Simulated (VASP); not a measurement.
Crystal: Sb.

```
Sb
1.0
     3.27769   -2.16630    0.00000
     3.27769    2.16630    0.00000
     0.00000    0.00000    8.83688
Sb
4
Direct
  0.85000 0.15000 0.11700
  0.65000 0.35000 0.61700
  0.15000 0.85000 0.88300
  0.35000 0.65000 0.38300
```

* Program: VASP 6.6.1
* Task: relaxation of cell and atoms
* Functional: r2SCAN
* Potentials or basis: VASP PAW PBE potentials, release 64 (Sb)
* Cutoff: 600 eV
* k mesh: 6 × 6 × 2
* Occupations: gaussian, width 0.1 eV
* Spin: no spin polarisation

At the start: pressure 7.1 GPa; volume 31.37 Å³/atom.

Question: Where does the relaxation end?

Answer: Over 19 steps the energy falls by 615.0 meV/atom and the volume is 30.68 Å³/atom (-2.2 %); space group Cmce (No. 64, to 0.05 Å).

Step by step:
| step | energy change (eV) | largest force (eV/Å) | pressure (GPa) | volume (Å³) |
| --- | --- | --- | --- | --- |
| 1 | 0.0000 | 3.7667 | 7.14 | 125.49 |
| 2 | -0.7318 | 0.8656 | -7.84 | 151.63 |
| 3 | -1.0363 | 0.8625 | -4.39 | 138.86 |
| 4 | -1.5904 | 1.0351 | -2.24 | 125.95 |
| 5 | 0.4963 | 4.4531 | 32.55 | 91.62 |
| 6 | -1.7464 | 0.8846 | -0.29 | 120.29 |
| 7 | -1.8294 | 0.3226 | 4.63 | 111.04 |
| 8 | -1.8434 | 0.5010 | 2.78 | 113.89 |
| 9 | -2.0673 | 0.4770 | 3.90 | 111.96 |
| 10 | -2.0772 | 0.8627 | 5.60 | 110.72 |
| 11 | -2.3683 | 0.3588 | 1.98 | 116.39 |
| 12 | -2.4289 | 0.0556 | 0.59 | 119.65 |
| 13 | -2.4334 | 0.0548 | 0.14 | 120.81 |
| 14 | -2.4333 | 0.0686 | 0.07 | 121.00 |
| 15 | -2.4472 | 0.1060 | -0.04 | 121.62 |
| 16 | -2.4549 | 0.1558 | -0.15 | 122.45 |
| 17 | -2.4589 | 0.0492 | 0.19 | 122.20 |
| 18 | -2.4591 | 0.0275 | 0.27 | 122.14 |
| 19 | -2.4598 | 0.0300 | 0.07 | 122.72 |

Final structure:
```
Sb
1.0
     2.79148   -1.95419    0.00000
     2.79148    1.95419    0.00000
     0.00000    0.00000   11.24813
Sb
4
Cartesian
  2.7915 -1.1982 1.7167
  2.7915 -0.7560 7.3408
  2.7915 1.1982 9.5314
  2.7915 0.7560 3.9073
```

Caveat: the PAW data sets were made with another functional, which shifts forces and pressure a little.
